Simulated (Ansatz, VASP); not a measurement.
LiH in VASP and in Ansatz

```
CELL_PARAMETERS angstrom
0.00000 1.95120 1.86990
1.95120 0.00000 1.86990
1.95120 1.95120 0.00000
ATOMIC_POSITIONS crystal
Li 0.00000 0.00000 0.00000
H 0.50000 0.50000 0.50000
```

Change from the starting cell: strain -0.040 along x and y, -0.080 along z, atoms carried along.

Alike in both runs: task single point; functional LDA; k mesh 10 × 10 × 10; occupations gaussian, width 0.05 eV; no spin polarisation.

|  | VASP | Ansatz |
| --- | --- | --- |
| version | VASP 6.6.1 | Ansatz 0.2.0 |
| potentials or method | VASP PAW LDA potentials, release 64 (Li_sv, H), cutoff 520 eV | scalar-relativistic, plane waves, PAW |
| valence electrons in the cell | 4 | 4 |

Ansatz gave:

- gap on the k mesh at the Fermi level (eV): 2.05
- least direct gap on the mesh (eV): 2.40

Question: Which values does VASP return?

Answer: gap on the k mesh at the Fermi level (eV): 2.05; least direct gap on the mesh (eV): 2.39.

LDA's correlation is that of Perdew and Zunger in VASP and of Perdew and Wang (1992) in Ansatz.

Noted on VASP's run: the cutoff is short for stress, so the pressure is rough.
